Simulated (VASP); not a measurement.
A run of VASP 6.6.1 is set up as follows.

Contents of INCAR:

```
SYSTEM = C
PREC     = Accurate       ! precision mode
ENCUT    = 520            ! plane-wave cutoff, eV
EDIFF    = 1E-6           ! SCF threshold, eV
ISMEAR   = 0              ! smearing method
SIGMA    = 0.01           ! smearing width, eV
LREAL    = .FALSE.        ! projectors in reciprocal space
LASPH    = .TRUE.         ! aspherical terms in the spheres
NELM     = 80             ! most SCF steps
ALGO     = Normal         ! electronic algorithm
ISIF     = 2              ! what is computed and relaxed
LWAVE    = .FALSE.        ! write WAVECAR
LCHARG   = .FALSE.        ! write CHGCAR
GGA      = PE             ! functional
NBANDS   = 11             ! bands
```

KPOINTS

```
regular mesh
0
G
  6 6 6
  0 0 0
```

The input POSCAR:

```
C
1.0
    0.0000000000      1.7445216597      1.7445216597
    1.7445216597      0.0000000000      1.7445216597
    1.7445216597      1.7445216597      0.0000000000
C
2
Direct
    0.0000000000      0.0000000000      0.0000000000
    0.2500000000      0.2500000000      0.2500000000
```

Potentials or basis: VASP PAW PBE potentials, release 64 (C).

Launch:

```bash
$ cat potpaw_PBE.64/C/POTCAR > POTCAR
$ mpirun -np 1 vasp_std > vasp.out
```

(1) Predict the pressure.

(2) What does it give for the band gap on the k mesh?

Results:

(1) 35.6 GPa.

(2) 4.30 eV, indirect (least direct gap 5.77 eV).

Caveat: the k points lie up to 0.52 Å⁻¹ apart; the cell differs from its parent crystal (strain -2.0%).
